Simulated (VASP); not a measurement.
# Bi (I4/mmm) in VASP: notebook, part 2 of 2

VASP 6.6.1. Earlier steps stand in the parts before.

## Step 5: Single point, PBEsol

This run uses another cell than the first one, of the same volume but with other edges.

INCAR reads:

```
ALGO = Fast
EDIFF = 1E-6
ENCUT = 520
GGA = PS
ISIF = 2
ISMEAR = 0
LASPH = T
LCHARG = F
LREAL = F
LWAVE = F
NBANDS = 14
NELM = 100
PREC = Accurate
SIGMA = 0.05
```

KPOINTS reads:

```
k-points
0
Gamma
  12 12 12
```

POSCAR reads:

```
Bi
1.0
   -4.1243475838      4.1243475838      1.5244121982
    4.1243475838     -4.1243475838      1.5244121982
    4.1243475838      4.1243475838     -1.5244121982
Bi
1
Direct
    0.0000000000      0.0000000000      0.0000000000
```

Potentials or basis: VASP PAW PBE potentials, release 64 (Bi_d).

Launch:

```console
$ cat potpaw_PBE.64/Bi_d/POTCAR > POTCAR
$ mpirun -np 1 vasp_std > vasp.out
```

OUTCAR:

```text
EDIFF = 1E-6
   ENCUT = 520
   GGA = PS
   ISIF = 2
   ISMEAR = 0
   LASPH = T
   LREAL = F
   NELM = 100
   PREC = Accurate

 ion  position               nearest neighbor table
   1  0.000  0.000  0.000-

  LATTYP: Found a body centered tetragonal cell.
 ALAT       =     8.2486951676
 C/A-ratio  =     0.3696129308

  Lattice vectors:

 A1 = (  -4.1243475838,   4.1243475838,   1.5244121982)
 A2 = (   4.1243475838,  -4.1243475838,   1.5244121982)
 A3 = (   4.1243475838,   4.1243475838,  -1.5244121982)

Analysis of symmetry for initial positions (statically):
=====================================================================
 Subroutine PRICEL returns:
 Original cell was already a primitive cell.

 Routine SETGRP: Setting up the symmetry group for a
 body centered tetragonal supercell.

 Subroutine GETGRP returns: Found 16 space group operations
 (whereof 16 operations were pure point group operations)
 out of a pool of 16 trial point group operations.

The static configuration has the point symmetry D_4h.

Analysis of symmetry for dynamics (positions and initial velocities):
=====================================================================
 Subroutine PRICEL returns:
 Original cell was already a primitive cell.

 Routine SETGRP: Setting up the symmetry group for a
 body centered tetragonal supercell.

 Subroutine GETGRP returns: Found 16 space group operations
 (whereof 16 operations were pure point group operations)
 out of a pool of 16 trial point group operations.

The dynamic configuration has the point symmetry D_4h.

 Subroutine INISYM returns: Found 16 space group operations
 (whereof 16 operations are pure point group operations),
 and found     1 'primitive' translations

----------------------------------------------------------------------------------------

                                     Primitive cell

  volume of cell :     103.7225

[... 109 lines left out ...]
  Thomas-Fermi vector in A             =   1.976641
   LORBIT       =      0    0 simple, 1 ext, 2 COOP (PROOUT), +10 PAW based schemes
   GGA     = PS    functional components
   LHFCALC =     F    Hartree Fock is set to
   AEXX    =    0.0000 exact exchange contribution
   IVDW    =     0    specifies the selected vdW correction
   LEPSILON=     F    determine dielectric tensor
   LRPA    =     F    only Hartree local field effects (RPA)
 non-spin polarized calculation
 RMM-DIIS sequential band-by-band and
 Gauss-broadening in eV      SIGMA  =   0.05
  energy-cutoff  :      520.00
  volume of cell :      103.72
 maximum number of plane-waves:      2830
 NGX is ok and might be reduce to    48

 number of electron      14.9999998 magnetization

 Free energy of the ion-electron system (eV)
  ---------------------------------------------------
  ext. energy  EPLUGINS =         0.00000000
  ---------------------------------------------------
  free energy    TOTEN  =        -2.92274959 eV

  energy without entropy =       -2.92105634  energy(sigma->0) =       -2.92190297

 E-fermi :  -1.1303     XC(G=0):  -5.0278

 val. band max:       -1.1334556119   @ k =  -0.3333   0.0833   0.0000
 cond. band min:      -1.1202751601   @ k =  -0.4167   0.1667  -0.0000
 fundamental gap:      0.0131804517
 Fermi energy:        -1.1303344942

 k-point     1 :       0.0000    0.0000    0.0000
  band No.  band energies     occupation
      1     -23.8525      2.00000
      2     -23.5898      2.00000
      3     -23.5897      2.00000
      4     -23.4709      2.00000
      5     -23.4709      2.00000
      6     -12.3865      2.00000
      7      -2.0880      2.00000
      8      -2.0880      2.00000
      9       1.8263      0.00000
     10       3.6734      0.00000
     11       5.9538      0.00000
     12       6.5851      0.00000
     13       7.2166      0.00000
     14       7.2166      0.00000
[... 377 lines left out ...]
      1     -23.5962      2.00000
      2     -23.5808      2.00000
      3     -23.5805      2.00000
      4     -23.5581      2.00000
      5     -23.5581      2.00000
      6     -11.4294      2.00000
      7      -1.3756      2.00000
      8      -1.1203      0.77601
      9      -0.0637      0.00000
     10       3.7035      0.00000
     11       5.1610      0.00000
     12       5.8418      0.00000
     13       7.6105      0.00000
     14       8.2770      0.00000

 [... further k-points ...]
[... 5 lines left out ...]
  --------------------------------------------------------------------------------------
  -------------------------------------------------------------------------------------
  Total       -0.1680106     -0.1680106     -3.3777875      0.0000000     -0.0000000      0.0000000
  in kB       -2.5952207     -2.5952207    -52.1759039      0.0000000     -0.0000000      0.0000000
  external PRESSURE =     -19.1221151 kB  Pullay stress =       0.0000000 kB

 VOLUME and BASIS-vectors are now :
 -----------------------------------------------------------------------------
  energy-cutoff  :      520.00
  volume of cell :      103.72
      direct lattice vectors                 reciprocal lattice vectors
    -4.124347584  4.124347584  1.524412198     0.000000000  0.121231295  0.327995276
     4.124347584 -4.124347584  1.524412198     0.121231295  0.000000000  0.327995276
     4.124347584  4.124347584 -1.524412198     0.121231295  0.121231295  0.000000000

 POSITION                                       TOTAL-FORCE (eV/Angst)
 -----------------------------------------------------------------------------------
      0.00000      0.00000      0.00000         0.000000      0.000000     -0.000000
 -----------------------------------------------------------------------------------
    total drift:                               -0.000000      0.000000      0.000000

  FREE ENERGIE OF THE ION-ELECTRON SYSTEM (eV)
  ---------------------------------------------------
  free  energy   TOTEN  =        -2.9227495898 eV

  energy  without entropy=       -2.9210563437  energy(sigma->0) =       -2.92190297
```

stdout:

```text
POSCAR found type information on POSCAR Bi
 POSCAR found :  1 types and       1 ions
 scaLAPACK will be used
 -----------------------------------------------------------------------------
|                                                                             |
|                                                                             |
|     You enforced a specific xc type in the INCAR file but a different       |
|     I HOPE YOU KNOW WHAT YOU ARE DOING!                                     |
|                                                                             |
 -----------------------------------------------------------------------------

 LDA part: xc-table for (Slater+PW92), standard interpolation
 POSCAR, INCAR and KPOINTS ok, starting setup
 FFT: planning ... GRIDC
 FFT: planning ... GRID_SOFT
 FFT: planning ... GRID
 WAVECAR not read
 entering main loop
```

Run time: 2.8 min. Hardware: 1 thread of Intel Xeon 6975P-C (Granite Rapids), shared host; peak memory 0.45 GiB.

What came out:

| Quantity | Value |
| --- | --- |
| Free energy | -2.9227 eV |
| Pressure | -1.9 GPa |

Caveat: the PAW data sets were made with another functional, which shifts forces and pressure a little; spin-orbit coupling is left out, which moves the levels of the heavy elements.

## Step 6: Overview

| cell | gap on the mesh (eV) | pressure (GPa) |
| --- | --- | --- |
| a = 6.484 Å, angles 92.2, 92.2, 157.2°, 1 atom | none | 4.6 |
| a = 5.892 Å, angles 94.3, 94.3, 148.2°, 1 atom | none | -2.8 |
| a = 6.337 Å, angles 92.6, 92.6, 155.3°, 1 atom | none | 2.1 |
| a = 6.029 Å, angles 93.7, 93.7, 150.7°, 1 atom | none | -1.9 |

Alike in all rows: task single point; level PBEsol; potentials or basis VASP PAW PBE potentials, release 64 (Bi_d); no spin polarisation; k mesh 12 × 12 × 12; cutoff (eV) 520; smearing gaussian 0.05 eV.

Caveats: the PAW data sets were made with another functional, which shifts forces and pressure a little; spin-orbit coupling is left out, which moves the levels of the heavy elements.

Total energies depend on the potentials used, so only differences within one code and one set of settings carry meaning.
